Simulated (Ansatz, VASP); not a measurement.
**Two plane-wave programs on WSe2**

File INCAR:

```
  PREC = Accurate
  ENCUT = 520
  EDIFF = 1E-6
  ISMEAR = 0
  SIGMA = 0.05
  LREAL = False
  LASPH = True
  NELM = 80
  ALGO = Normal
  ISIF = 2
  LWAVE = False
  LCHARG = True
  LDIPOL = True
  IDIPOL = 3
  DIPOL = 0.5 0.5 0.393
  GGA = PE
  IVDW = 12
  LELF = True
  LVHAR = True
  LVACPOTAV = True
  NBANDS = 35
```

Contents of KPOINTS:

```
Automatic mesh
0
Gamma
  9 9 1
```

Contents of POSCAR:

```
WSe2
1.0
    3.2854929709      0.0000000000      0.0000000000
   -1.6427464855      2.8453203767      0.0000000000
    0.0000000000      0.0000000000     24.2386466774
Se W
4 2
Direct
    0.3333333333      0.6666666667      0.1856539294
    0.3333333333      0.6666666667      0.3246601777
    0.3333333333      0.6666666667      0.4620440855
    0.3333333333      0.6666666667      0.6010503338
    0.6666666667      0.3333333333      0.2551570536
    0.6666666667      0.3333333333      0.5315472097
```

Input for Ansatz:

```yaml
crystal:
  lattice:
    - [3.2854929709, 0.0, 0.0]
    - [-1.6427464855, 2.8453203767, 0.0]
    - [0.0, 0.0, 24.2386466774]
  atoms:
    - { symbol: Se, position: [0.3333333333, 0.6666666667, 0.1856539294] }
    - { symbol: W, position: [0.6666666667, 0.3333333333, 0.2551570536] }
    - { symbol: Se, position: [0.3333333333, 0.6666666667, 0.3246601777] }
    - { symbol: Se, position: [0.3333333333, 0.6666666667, 0.4620440855] }
    - { symbol: W, position: [0.6666666667, 0.3333333333, 0.5315472097] }
    - { symbol: Se, position: [0.3333333333, 0.6666666667, 0.6010503338] }
basis:
  ecutwfc: 420
kpoints:
  mp_grid: { grid: [9, 9, 1] }
hamiltonian:
  xc: pbe
  pseudopotentials: { kind: paw, azcp: { folder: soft_1 } }
  dispersion: d3bj
scf:
  occupations: { method: gaussian, width: 0.05 }
output:
  forces: true
  eigenvalues: true
efield:
  axis: 3
  dipole_correction: true
  ramp_width: 0.04
```

Alike in both runs: task single point; functional PBE; dispersion D3(BJ); k mesh 9 × 9 × 1; occupations gaussian, width 0.05 eV; no spin polarisation.

|  | VASP | Ansatz |
| --- | --- | --- |
| version | VASP 6.6.1 | Ansatz 0.2.0 |
| potentials or method | VASP PAW PBE potentials, release 64 (Se, W_sv), cutoff 520 eV | scalar-relativistic, plane waves, PAW |
| valence electrons in the cell | 52 | 92 |

VASP gave:

| Property | Result |
| --- | --- |
| gap on the k mesh at the Fermi level (eV) | 1.45 |
| least direct gap on the mesh (eV) | 1.63 |
| rms of the force components (eV/Å) | 0.065 |

Problem. What did Ansatz give for the same quantities?

Solution. gap on the k mesh at the Fermi level (eV): 1.45; least direct gap on the mesh (eV): 1.63; rms of the force components (eV/Å): 0.079.

VASP's potentials hold 52 valence electrons a cell and Ansatz's 92, so a difference there can come from the potentials and not from the codes.

Neither program's run includes spin-orbit coupling.
